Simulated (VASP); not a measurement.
Runs of VASP 6.6.1 on SrO. The structure is that of space group P6_3/mmc (No. 194), or close to it. The cells are those of the table. 

```tsv
task	level	potentials or basis	cell	k mesh	smearing	gap on the mesh (eV)	pressure (GPa)
single point	r2SCAN	VASP PAW PBE potentials, release 64 (Sr_sv, O)	a = 3.529, b = 3.529, c = 6.176 Å, angles 90.0, 90.0, 120.0°, 4 atoms	9 × 9 × 5	fermi-dirac 0.05 eV	3.53	2.0
dielectric tensor	PBE	VASP PAW PBE potentials, release 64 (Sr_sv, O)	a = 3.553, b = 3.553, c = 6.217 Å, angles 90.0, 90.0, 120.0°, 4 atoms	8 × 8 × 4	gaussian 0.01 eV	3.06	-
single point	PBEsol	VASP PAW PBE potentials, release 64 (Sr_sv, O)	a = 3.481, b = 3.481, c = 6.090 Å, angles 90.0, 90.0, 120.0°, 4 atoms	9 × 9 × 5	fermi-dirac 0.05 eV	2.99	(c)
single point	PBEsol	VASP PAW PBE potentials, release 64 (Sr_sv, O)	a = 3.505, b = 3.505, c = 6.133 Å, angles 90.0, 90.0, 120.0°, 4 atoms	9 × 9 × 5	fermi-dirac 0.05 eV	2.99	1.9
single point	PBEsol	VASP PAW PBE potentials, release 64 (Sr_sv, O)	a = 3.553, b = 3.553, c = 6.217 Å, angles 90.0, 90.0, 120.0°, 4 atoms	9 × 9 × 5	fermi-dirac 0.05 eV	2.93	-1.8
single point	r2SCAN	VASP PAW PBE potentials, release 64 (Sr_sv, O)	a = 3.623, b = 3.623, c = 6.339 Å, angles 90.0, 90.0, 120.0°, 4 atoms	9 × 9 × 5	fermi-dirac 0.05 eV	3.33	-4.6
single point	LDA	VASP PAW LDA potentials, release 64 (Sr_sv, O)	a = 3.623, b = 3.623, c = 6.339 Å, angles 90.0, 90.0, 120.0°, 4 atoms	9 × 9 × 5	fermi-dirac 0.05 eV	(b)	-8.9
single point	LDA	VASP PAW LDA potentials, release 64 (Sr_sv, O)	a = 3.553, b = 3.553, c = 6.217 Å, angles 90.0, 90.0, 120.0°, 4 atoms	9 × 9 × 5	fermi-dirac 0.05 eV	2.88	-5.0
single point	PBEsol	VASP PAW PBE potentials, release 64 (Sr_sv, O)	a = 3.600, b = 3.600, c = 6.299 Å, angles 90.0, 90.0, 120.0°, 4 atoms	9 × 9 × 5	fermi-dirac 0.05 eV	2.71	-4.8
single point	PBEsol	VASP PAW PBE potentials, release 64 (Sr_sv, O)	a = 3.577, b = 3.577, c = 6.258 Å, angles 90.0, 90.0, 120.0°, 4 atoms	9 × 9 × 5	fermi-dirac 0.05 eV	2.82	-3.4
single point	LDA	VASP PAW LDA potentials, release 64 (Sr_sv, O)	a = 3.577, b = 3.577, c = 6.258 Å, angles 90.0, 90.0, 120.0°, 4 atoms	9 × 9 × 5	fermi-dirac 0.05 eV	2.77	-6.5
single point	r2SCAN	VASP PAW PBE potentials, release 64 (Sr_sv, O)	a = 3.600, b = 3.600, c = 6.299 Å, angles 90.0, 90.0, 120.0°, 4 atoms	9 × 9 × 5	fermi-dirac 0.05 eV	(a)	-3.2
```

Alike in all rows: no spin polarisation; cutoff (eV) 520.

Estimate the missing entries.

(a) 3.44; (b) 2.56; (c) 4.1.

Caveats: the PAW data sets were made with another functional, which shifts forces and pressure a little (some runs).

A k mesh can miss the band edges, and the runs leave out spin-orbit coupling on Sr.
